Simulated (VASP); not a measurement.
# ZnS (ldaat) (P6_3mc) in VASP: notebook, part 2 of 2

VASP 6.6.1. Earlier steps stand in the parts before.

## 4. Single point, LDA

INCAR

```
  PREC = Accurate
  ENCUT = 520
  EDIFF = 1E-6
  ISMEAR = 0
  SIGMA = 0.01
  LREAL = False
  LASPH = True
  NELM = 80
  ALGO = Normal
  ISIF = 2
  LWAVE = False
  LCHARG = True
  LELF = True
  LVHAR = True
  NBANDS = 26
```

KPOINTS

```
regular mesh
0
Gamma
  9 9 6
```

POSCAR

```
ZnS
1.0
    3.7822379936      0.0000000000      0.0000000000
   -1.8911189968      3.2755141856      0.0000000000
    0.0000000000      0.0000000000      6.2081825480
Zn S
2 2
Direct
    0.3333333333      0.6666666667     -0.0467655882
    0.6666666667      0.3333333333      0.4532344118
    0.3333333333      0.6666666667      0.4217655882
    0.6666666667      0.3333333333      0.9217655882
```

Potentials or basis: VASP PAW LDA potentials, release 64 (Zn, S).

Run with:

```
> cat potpaw_LDA.64/Zn/POTCAR potpaw_LDA.64/S/POTCAR > POTCAR
> mpirun -np 1 vasp_std > vasp.out
```

OUTCAR:

```text
PREC = Accurate
   ENCUT = 520
   EDIFF = 1E-6
   ISMEAR = 0
   LREAL = False
   LASPH = True
   NELM = 80
   ISIF = 2

 ion  position               nearest neighbor table
   1  0.333  0.667  0.953-   4 2.19   4 2.19   4 2.19   3 2.91
   2  0.667  0.333  0.453-   3 2.19   3 2.19   3 2.19   4 2.91
   3  0.333  0.667  0.422-   2 2.19   2 2.19   2 2.19   1 2.91
   4  0.667  0.333  0.922-   1 2.19   1 2.19   1 2.19   2 2.91

  LATTYP: Found a hexagonal cell.
 ALAT       =     3.7822379936
 C/A-ratio  =     1.6414045225

  Lattice vectors:

 A1 = (   3.7822379936,   0.0000000000,   0.0000000000)
 A2 = (  -1.8911189968,   3.2755141856,   0.0000000000)
 A3 = (   0.0000000000,   0.0000000000,   6.2081825480)

Analysis of symmetry for initial positions (statically):
=====================================================================
 Subroutine PRICEL returns:
 Original cell was already a primitive cell.

 Routine SETGRP: Setting up the symmetry group for a
 hexagonal supercell.

 Subroutine GETGRP returns: Found 12 space group operations
 (whereof  6 operations were pure point group operations)
 out of a pool of 24 trial point group operations.

The static configuration has the point symmetry C_3v.
 The point group associated with its full space group is C_6v.

Analysis of symmetry for dynamics (positions and initial velocities):
=====================================================================
 Subroutine PRICEL returns:
 Original cell was already a primitive cell.

 Routine SETGRP: Setting up the symmetry group for a
 hexagonal supercell.

 Subroutine GETGRP returns: Found 12 space group operations
 (whereof  6 operations were pure point group operations)
 out of a pool of 24 trial point group operations.

The dynamic configuration has the point symmetry C_3v.
 The point group associated with its full space group is C_6v.

[... 112 lines left out ...]
   PSTRESS=    0.0 pullay stress
   NELECT =      36.0000    total number of electrons
   NUPDOWN=      -1.0000    fix difference up-down
   EMIN   =  10.00;   EMAX   =-10.00  energy-range for DOS
   EFERMI =   0.00;   METHOD = LEGACY
   ISMEAR =     0;   SIGMA  =   0.01  broadening in eV -4-tet -1-fermi 0-gaus
   EFERMI_NEDOS =   21; number of points for ismear=-14 and -15
   IALGO  =     38    algorithm
   IMIX   =      4    mixing-type and parameters
     AMIX     =   0.40;   BMIX     =  1.00
     AMIX_MAG =   1.60;   BMIX_MAG =  1.00
  volume/ion in A,a.u.               =      19.23       129.76
  Fermi-wavevector in a.u.,A,eV,Ry     =   1.271095  2.402022 21.982700  1.615683
  Thomas-Fermi vector in A             =   2.404047
   LORBIT       =      0    0 simple, 1 ext, 2 COOP (PROOUT), +10 PAW based schemes
   GGA     = CA    functional components
   LHFCALC =     F    Hartree Fock is set to
   AEXX    =    0.0000 exact exchange contribution
   IVDW    =     0    specifies the selected vdW correction
   LEPSILON=     F    determine dielectric tensor
   LRPA    =     F    only Hartree local field effects (RPA)
 non-spin polarized calculation
 Gauss-broadening in eV      SIGMA  =   0.01
  energy-cutoff  :      520.00
  volume of cell :       76.91
 maximum number of plane-waves:      2087
   NGX = 15   NGY = 15   NGZ = 23

 number of electron      36.0000004 magnetization

 Free energy of the ion-electron system (eV)
  ---------------------------------------------------
  ext. energy  EPLUGINS =         0.00000000
  ---------------------------------------------------
  free energy    TOTEN  =       -15.63990950 eV

  energy without entropy =      -15.63990950  energy(sigma->0) =      -15.63990950

 E-fermi :   2.1026     XC(G=0): -10.1290

 val. band max:        2.0214860523   @ k =   0.1111   0.0000   0.0000
 cond. band min:       4.4548473938   @ k =   0.0000   0.0000   0.0000
 fundamental gap:      2.4333613415
 Fermi energy:         2.1025761111

 k-point     1 :       0.0000    0.0000    0.0000
  band No.  band energies     occupation
      1     -11.2846      2.00000
      2     -10.4687      2.00000
      3      -4.9044      2.00000
      4      -4.9044      2.00000
      5      -4.8890      2.00000
      6      -4.8890      2.00000
[... 685 lines left out ...]
     25      12.1087      0.00000
     26      12.2589      0.00000

 [... further k-points ...]
[... 5 lines left out ...]
  --------------------------------------------------------------------------------------
  -------------------------------------------------------------------------------------
  Total        2.5237362      2.5237362     -1.2083601      0.0000000      0.0000000      0.0000000
  in kB       52.5728739     52.5728739    -25.1717930      0.0000000      0.0000000      0.0000000
  external PRESSURE =      26.6579849 kB  Pullay stress =       0.0000000 kB

 VOLUME and BASIS-vectors are now :
 -----------------------------------------------------------------------------
  energy-cutoff  :      520.00
  volume of cell :       76.91
      direct lattice vectors                 reciprocal lattice vectors
     3.782237994  0.000000000  0.000000000     0.264393727  0.152647790  0.000000000
    -1.891118997  3.275514186  0.000000000     0.000000000  0.305295579  0.000000000
     0.000000000  0.000000000  6.208182548     0.000000000  0.000000000  0.161077738

 POSITION                                       TOTAL-FORCE (eV/Angst)
 -----------------------------------------------------------------------------------
     -0.00000      2.18368      5.91785         0.000000      0.000000      0.509391
      1.89112      1.09184      2.81376        -0.000000      0.000000      0.509391
     -0.00000      2.18368      2.61840         0.000000     -0.000000     -0.509391
      1.89112      1.09184      5.72249        -0.000000      0.000000     -0.509391
 -----------------------------------------------------------------------------------
    total drift:                               -0.000001     -0.000001     -0.000204

  FREE ENERGIE OF THE ION-ELECTRON SYSTEM (eV)
  ---------------------------------------------------
  free  energy   TOTEN  =       -15.6399094975 eV

  energy  without entropy=      -15.6399094975  energy(sigma->0) =      -15.63990950
```

stdout:

```text
POSCAR found type information on POSCAR ZnS
 POSCAR found :  2 types and       4 ions
 scaLAPACK will be used
 LDA part: xc-table for (Slater(with rela. corr.)+CA(PZ))
 , standard interpolation
 POSCAR, INCAR and KPOINTS ok, starting setup
 FFT: planning ... GRIDC
 FFT: planning ... GRID_SOFT
 FFT: planning ... GRID
 WAVECAR not read
 entering main loop
```

It took 53 s on 1 thread of Intel Xeon Platinum 8488C (Sapphire Rapids), shared host; peak memory 0.21 GiB.

Results:

```
Free energy            : -15.6399 eV
Pressure               : 2.7 GPa
Largest force          : 0.509 eV/Å
Band gap on the k mesh : 2.43 eV, indirect (the least direct gap lies 3.4 meV higher)
```

Forces in eV/Å, atoms in the order of the input:
```
Zn   0.000  0.000  0.509
Zn   0.000  0.000  0.509
S    0.000  0.000 -0.509
S    0.000  0.000 -0.509
```

Stress tensor (GPa, compression positive):
```
 5.26  0.00  0.00
 0.00  5.26  0.00
 0.00  0.00 -2.52
```

Levels at points of the mesh, in eV from the valence-band top:
| k point | band 14 | band 15 | band 16 | band 17 | band 18 | band 19 | band 20 | band 21 | band 22 | band 23 |
| --- | --- | --- | --- | --- | --- | --- | --- | --- | --- | --- |
| (0.00, 0.00, 0.00) | -0.64 | -0.64 | -0.06 | -0.06 | 0.00 | 2.43 | 2.47 | 6.16 | 6.16 | 7.17 |
| (0.00, 0.00, 0.50) | -2.37 | -0.36 | -0.36 | -0.36 | -0.36 | 3.16 | 3.16 | 6.48 | 6.48 | 6.48 |
